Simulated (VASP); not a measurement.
Input of a VASP 6.6.1 run:

INCAR

```
SYSTEM = ZnSe
  AGGAC = 1.0
  AGGAX = 1.0
  ALDAC = 0.0
  ALDAX = 1.0
  ALGO = Normal
  EDIFF = 1E-6
  ENCUT = 520
  GGA = B5
  ISIF = 2
  ISMEAR = -1
  ISPIN = 2
  LASPH = .TRUE.
  LCHARG = .TRUE.
  LELF = .TRUE.
  LORBIT = 11
  LREAL = .FALSE.
  LVHAR = .TRUE.
  LWAVE = .FALSE.
  MAGMOM = 0.5 0
  NBANDS = 20
  NELM = 150
  PREC = Accurate
  SIGMA = 0.1
```

KPOINTS

```
k-points
0
G
  8 8 8
  0 0 0
```

File POSCAR:

```
ZnSe
1.0
    0.0000000000      2.8338000000      2.8338000000
    2.8338000000      0.0000000000      2.8338000000
    2.8338000000      2.8338000000      0.0000000000
Se Zn
1 1
Direct
    0.7500000000      0.7500000000      0.7500000000
    0.0000000000      0.0000000000      0.0000000000
```

Potentials or basis: VASP PAW PBE potentials, release 64 (Se, Zn).

Launch:

```console
$ cat potpaw_PBE.64/Se/POTCAR potpaw_PBE.64/Zn/POTCAR > POTCAR
$ mpirun -np 1 vasp_std > vasp.out
```

**Question.** Estimate the net moment.

**Answer.** 0.00 μB per cell.

**Question.** Predict the pressure.

**Answer.** 5.8 GPa.

**Question.** Predict the band gap on the k mesh.

**Answer.** 1.27 eV, direct.

Caveat: the PAW data sets were made with another functional, which shifts forces and pressure a little. Expect the measured gap to be larger: semilocal functionals such as BLYP lack the derivative discontinuity.
